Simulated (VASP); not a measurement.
# MoS2 in VASP: single point with PBE+D3(BJ)

Aim: the single point of MoS2 with PBE+D3(BJ).

Program: VASP 6.6.1. These are calculated values, not measurements. Logs are shortened: lines on timing, memory, paths and dates and some standing lists are left out, and cuts for length are marked.

## 1. The cell of the first run

The cell holds a slab with vacuum, 12 atoms: a = 6.306 Å, b = 6.306 Å, c = 23.318 Å, α = 90.00°, β = 90.00°, γ = 120.00°.

## 2. Single point, PBE+D3(BJ)

Contents of INCAR:

```
PREC     = Accurate       # precision mode
ENCUT    = 520            # plane-wave cutoff, eV
EDIFF    = 1E-6           # SCF threshold, eV
ISMEAR   = 0              # smearing method
SIGMA    = 0.05           # smearing width, eV
LREAL    = F              # projectors in reciprocal space
LASPH    = T              # aspherical terms in the spheres
NELM     = 80             # most SCF steps
ALGO     = Normal         # electronic algorithm
ISIF     = 2              # what is computed and relaxed
LWAVE    = F              # write WAVECAR
LCHARG   = F              # write CHGCAR
LDIPOL   = T            
IDIPOL   = 3            
DIPOL    = 0.5 0.5 0.410
GGA      = PE             # functional
IVDW     = 12             # dispersion correction
NBANDS   = 64             # bands
```

Contents of KPOINTS:

```
Automatic mesh
0
Gamma
  3 3 1
```

Contents of POSCAR:

```
MoS2
1.0
    6.3058975174      0.0000000000      0.0000000000
   -3.1529487587      5.4610674438      0.0000000000
    0.0000000000      0.0000000000     23.3180323976
S Mo
8 4
Direct
    0.6666666667      0.3333333333      0.3430821205
    0.6666666667      0.8333333333      0.3430821205
    0.1666666667      0.3333333333      0.3430821205
    0.1666666667      0.8333333333      0.3430821205
    0.6664710241      0.3331353977      0.4776127476
    0.6663850520      0.8332520537      0.4776015392
    0.1672382230      0.3337424216      0.4771945202
    0.1666665216      0.8333045105      0.4777011647
    0.3333860461      0.1665023500      0.4102929475
    0.3334456147      0.6669503159      0.4102619965
    0.8331697769      0.1665861348      0.4103288880
    0.8332980072      0.6666601113      0.4103828567
```

Potentials or basis: VASP PAW PBE potentials, release 64 (S, Mo_sv).

Run with:

```bash
$ cat potpaw_PBE.64/S/POTCAR potpaw_PBE.64/Mo_sv/POTCAR > POTCAR
$ mpirun -np 1 vasp_std > vasp.out
```

OUTCAR:

```text
PREC = Accurate
   ENCUT = 520
   EDIFF = 1E-6
   ISMEAR = 0
   LREAL = F
   LASPH = T
   NELM = 80
   ISIF = 2
   GGA = PE
   IVDW = 12
 IVDW          = 12

 ion  position               nearest neighbor table
   1  0.667  0.333  0.343-   9 2.40  11 2.40  12 2.40
   2  0.667  0.833  0.343-  10 2.40  11 2.40  12 2.40
   3  0.167  0.333  0.343-  10 2.40   9 2.40  11 2.40
   4  0.167  0.833  0.343-  10 2.40   9 2.40  12 2.40
   5  0.666  0.333  0.478-   9 2.40  11 2.40  12 2.40
   6  0.666  0.833  0.478-  10 2.40  12 2.40  11 2.40
   7  0.167  0.334  0.477-  10 2.40   9 2.40  11 2.40
   8  0.167  0.833  0.478-  12 2.40   9 2.40  10 2.40
   9  0.333  0.167  0.410-   7 2.40   4 2.40   1 2.40   5 2.40   3 2.40   8 2.40  10 3.15  11 3.15
                            12 3.15  12 3.15  11 3.15  10 3.16
  10  0.333  0.667  0.410-   7 2.40   4 2.40   2 2.40   6 2.40   3 2.40   8 2.40   9 3.15  11 3.15
                            12 3.15  12 3.15  11 3.15   9 3.16
  11  0.833  0.167  0.410-   7 2.40   1 2.40   2 2.40   5 2.40   6 2.40   3 2.40  10 3.15   9 3.15
                            12 3.15  12 3.15   9 3.15  10 3.15
  12  0.833  0.667  0.410-   6 2.40   5 2.40   2 2.40   1 2.40   4 2.40   8 2.40   9 3.15  11 3.15
                            10 3.15  10 3.15  11 3.15   9 3.15

  LATTYP: Found a hexagonal cell.
 ALAT       =     6.3058975174
 C/A-ratio  =     3.6978134093

  Lattice vectors:

 A1 = (   6.3058975174,   0.0000000000,   0.0000000000)
 A2 = (  -3.1529487587,   5.4610674438,   0.0000000000)
 A3 = (   0.0000000000,   0.0000000000,  23.3180323976)

Analysis of symmetry for initial positions (statically):
=====================================================================
 Subroutine PRICEL returns:
 Original cell was already a primitive cell.

 Routine SETGRP: Setting up the symmetry group for a
 hexagonal supercell.

 Subroutine GETGRP returns: Found  1 space group operations
 (whereof  1 operations were pure point group operations)
 out of a pool of 24 trial point group operations.

The static configuration has the point symmetry C_1 .

Analysis of symmetry for dynamics (positions and initial velocities):
=====================================================================
 Subroutine PRICEL returns:
 Original cell was already a primitive cell.

 Routine SETGRP: Setting up the symmetry group for a
 hexagonal supercell.

 Subroutine GETGRP returns: Found  1 space group operations
 (whereof  1 operations were pure point group operations)
 out of a pool of 24 trial point group operations.

The dynamic configuration has the point symmetry C_1 .

 Subroutine INISYM returns: Found  1 space group operations
 (whereof  1 operations are pure point group operations),
 and found     1 'primitive' translations

----------------------------------------------------------------------------------------

                                     Primitive cell

  volume of cell :     803.0015

  direct lattice vectors                    reciprocal lattice vectors
     6.305897517  0.000000000  0.000000000     0.158581708  0.091557192  0.000000000
    -3.152948759  5.461067444  0.000000000     0.000000000  0.183114384  0.000000000
     0.000000000  0.000000000 23.318032398     0.000000000  0.000000000  0.042885265

  length of vectors
     6.305897517  6.305897517 23.318032398     0.183114384  0.183114384  0.042885265

  position of ions in fractional coordinates (direct lattice)
     0.666666667  0.333333333  0.343082121
     0.666666667  0.833333333  0.343082121
     0.166666667  0.333333333  0.343082121
     0.166666667  0.833333333  0.343082121
     0.666471024  0.333135398  0.477612748
     0.666385052  0.833252054  0.477601539
     0.167238223  0.333742422  0.477194520
     0.166666522  0.833304510  0.477701165
     0.333386046  0.166502350  0.410292947
     0.333445615  0.666950316  0.410261996
     0.833169777  0.166586135  0.410328888
     0.833298007  0.666660111  0.410382857

  ion indices of the primitive-cell ions
   primitive index   ion index
                 1           1
                 2           2
                 3           3
                 4           4
                 5           5
                 6           6
                 7           7
                 8           8
                 9           9
                10          10
                11          11
                12          12

----------------------------------------------------------------------------------------

 KPOINTS: Automatic mesh

Automatic generation of k-mesh.
 Grid dimensions read from file:
 generate k-points for:    3    3    1

 Generating k-lattice:

  Cartesian coordinates                     Fractional coordinates (reciprocal lattice)
     0.052860569  0.030519064  0.000000000     0.333333333  0.000000000  0.000000000
     0.000000000  0.061038128  0.000000000     0.000000000  0.333333333  0.000000000
     0.000000000  0.000000000  0.042885265     0.000000000  0.000000000  1.000000000

  Length of vectors
     0.061038128  0.061038128  0.042885265

  Shift w.r.t. Gamma in fractional coordinates (k-lattice)
     0.000000000  0.000000000  0.000000000

 Subroutine IBZKPT returns following result:
 ===========================================

 Found      5 irreducible k-points:

 Following reciprocal coordinates:
            Coordinates               Weight
  0.000000  0.000000  0.000000      1.000000
  0.333333  0.000000  0.000000      2.000000
  0.000000  0.333333  0.000000      2.000000
 -0.333333  0.333333  0.000000      2.000000
  0.333333  0.333333  0.000000      2.000000
   k-points           NKPTS =      5   k-points in BZ     NKDIM =      5   number of bands    NBANDS=     64
   number of dos      NEDOS =    301   number of ions     NIONS =     12
   total plane-waves  NPLWV = 414720
   dimension x,y,z NGX =    48 NGY =   48 NGZ =  180
   dimension x,y,z NGXF=    96 NGYF=   96 NGZF=  360
   ions per type =               8   4
   NGX,Y,Z   is equivalent  to a cutoff of  12.65, 12.65, 12.83 a.u.
   NGXF,Y,Z  is equivalent  to a cutoff of  25.31, 25.31, 25.67 a.u.
 SYSTEM =  unknown system
   PREC   = accura    normal or accurate (medium, high low for compatibility)
   ISTART =      0    job   : 0-new  1-cont  2-samecut
   ICHARG =      2    charge: 1-file 2-atom 10-const
   ISPIN  =      1    spin polarized calculation?
   LNONCOLLINEAR =      F non collinear calculations
   LSORBIT =      F    spin-orbit coupling
   LASPH  =      T    aspherical Exc in radial PAW
   ENCUT  =  520.0 eV  38.22 Ry    6.18 a.u.  11.72 11.72 43.36*2*pi/ulx,y,z
   NELM   =     80;   NELMIN=  2; NELMDL= -5     # of ELM steps
   EDIFF  = 0.1E-05   stopping-criterion for ELM
   LREAL  =      F    real-space projection
   EDIFFG = 0.1E-04   stopping-criterion for IOM
   NSW    =      0    number of steps for IOM
   IBRION =     -1    ionic relax: 0-MD 1-quasi-New 2-CG
   NFREE  =      0    steps in history (QN), initial steepest desc. (CG)
   ISIF   =      2    stress and relaxation
   ISYM   =      2    0-nonsym 1-usesym 2-fastsym
   POTIM  = 0.5000    time-step for ionic-motion
   TEBEG  =    0.0;   TEEND  =   0.0 temperature during run
   PSTRESS=    0.0 pullay stress
   NELECT =     104.0000    total number of electrons
   NUPDOWN=      -1.0000    fix difference up-down
   EMIN   =  10.00;   EMAX   =-10.00  energy-range for DOS
   EFERMI =   0.00;   METHOD = LEGACY
   ISMEAR =     0;   SIGMA  =   0.05  broadening in eV -4-tet -1-fermi 0-gaus
   EFERMI_NEDOS =   21; number of points for ismear=-14 and -15
   IALGO  =     38    algorithm
   IMIX   =      4    mixing-type and parameters
     AMIX     =   0.40;   BMIX     =  1.00
     AMIX_MAG =   1.60;   BMIX_MAG =  1.00
  volume/ion in A,a.u.               =      66.92       451.58
  Fermi-wavevector in a.u.,A,eV,Ry     =   0.828286  1.565234  9.334389  0.686058
  Thomas-Fermi vector in A             =   1.940636
   LORBIT       =      0    0 simple, 1 ext, 2 COOP (PROOUT), +10 PAW based schemes
   GGA     = PE    functional components
   LHFCALC =     F    Hartree Fock is set to
   AEXX    =    0.0000 exact exchange contribution
   IVDW    =    12    specifies the selected vdW correction
   LEPSILON=     F    determine dielectric tensor
   LRPA    =     F    only Hartree local field effects (RPA)
 non-spin polarized calculation
 Gauss-broadening in eV      SIGMA  =   0.05
  energy-cutoff  :      520.00
  volume of cell :      803.00
 maximum number of plane-waves:     21624
   NGX = 23   NGY = 23   NGZ = 87

 dipolmoment           0.000000      0.000000     -0.000147 electrons x Angstroem

 number of electron     103.9999997 magnetization

 dipolmoment           0.000000      0.000000      0.000080 electrons x Angstroem

 Free energy of the ion-electron system (eV)
  ---------------------------------------------------
  ext. energy  EPLUGINS =         0.00000000
  ---------------------------------------------------
  free energy    TOTEN  =       -87.36738271 eV

  energy without entropy =      -87.36738271  energy(sigma->0) =      -87.36738271

 E-fermi :  -2.1600     XC(G=0):  -3.3226

 val. band max:       -2.4964811761   @ k =   0.3333   0.3333   0.0000
 cond. band min:      -0.7134960727   @ k =   0.3333   0.3333   0.0000
 fundamental gap:      1.7829851035
 Fermi energy:        -2.1600228510

 k-point     1 :       0.0000    0.0000    0.0000
  band No.  band energies     occupation
      1     -63.3310      2.00000
      2     -63.2895      2.00000
      3     -63.2882      2.00000
      4     -63.2881      2.00000
      5     -37.6588      2.00000
      6     -37.6581      2.00000
[... 324 lines left out ...]
     63       0.5387      0.00000
     64       1.1296      0.00000

------------------------ aborting loop because EDIFF is reached ----------------------------------------

 vacuum level on the upper side and lower side of the slab       (xc-potential included)        -0.008        -0.009

 Edisp (eV)   -3.83417

 E8    (eV) :    -1.6589

  FORCE on cell =-STRESS in cart. coord.  units (eV):
  Direction    XX          YY          ZZ          XY          YZ          ZX
  --------------------------------------------------------------------------------------
  -------------------------------------------------------------------------------------
  Total      -0.00915    -0.00749    -0.14362    -0.00317    -0.00814    -0.00417
  in kB      -0.01826    -0.01494    -0.28656    -0.00633    -0.01624    -0.00832
  external pressure =       -0.11 kB  Pullay stress =        0.00 kB

 VOLUME and BASIS-vectors are now :
 -----------------------------------------------------------------------------
  energy-cutoff  :      520.00
  volume of cell :      803.00
      direct lattice vectors                 reciprocal lattice vectors
     6.305897517  0.000000000  0.000000000     0.158581708  0.091557192  0.000000000
    -3.152948759  5.461067444  0.000000000     0.000000000  0.183114384  0.000000000
     0.000000000  0.000000000 23.318032398     0.000000000  0.000000000  0.042885265

 POSITION                                       TOTAL-FORCE (eV/Angst)
 -----------------------------------------------------------------------------------
      3.15295      1.82036      8.00000         0.002503      0.007580      0.014692
      1.57647      4.55089      8.00000         0.011646      0.001427      0.009081
      0.00000      1.82036      8.00000        -0.001761     -0.002287     -0.000529
     -1.57647      4.55089      8.00000        -0.015743     -0.005186      0.006329
      3.15234      1.81927     11.13699         0.007036      0.005741     -0.018883
      1.57495      4.55045     11.13673         0.011707      0.009405     -0.016595
      0.00231      1.82259     11.12724        -0.024707     -0.021114      0.091340
     -1.57638      4.55073     11.13905        -0.000198      0.002187     -0.050497
      1.57732      0.90928      9.56722         0.006058     -0.000135     -0.008008
     -0.00019      3.64226      9.56650        -0.004918      0.000709      0.002037
      4.72865      0.90974      9.56806         0.004999      0.003839     -0.020240
      3.15275      3.64068      9.56932         0.003378     -0.002165     -0.008727
 -----------------------------------------------------------------------------------
    total drift:                               -0.000003      0.000003     -0.000684

  FREE ENERGIE OF THE ION-ELECTRON SYSTEM (eV)
  ---------------------------------------------------
  free  energy   TOTEN  =       -91.2015538714 eV

  energy  without entropy=      -91.2015538714  energy(sigma->0) =      -91.20155387

 vacuum level on the upper side and lower side of the slab         3.323         3.324
```

Run time: 17 min. Hardware: 1 thread of Intel Xeon 8259CL, shared host; peak memory 0.87 GiB.

Results:

```
Free energy                : -91.2016 eV
Largest force              : 0.097 eV/Å
Band gap on the k mesh     : 1.78 eV
Dispersion energy per atom : -0.320 eV
```

Forces in eV/Å, atoms in the order of the input:
```
S    0.003  0.008  0.015
S    0.012  0.001  0.009
S   -0.002 -0.002 -0.001
S   -0.016 -0.005  0.006
S    0.007  0.006 -0.019
S    0.012  0.009 -0.017
S   -0.025 -0.021  0.091
S    0.000  0.002 -0.050
Mo   0.006  0.000 -0.008
Mo  -0.005  0.001  0.002
Mo   0.005  0.004 -0.020
Mo   0.003 -0.002 -0.009
```
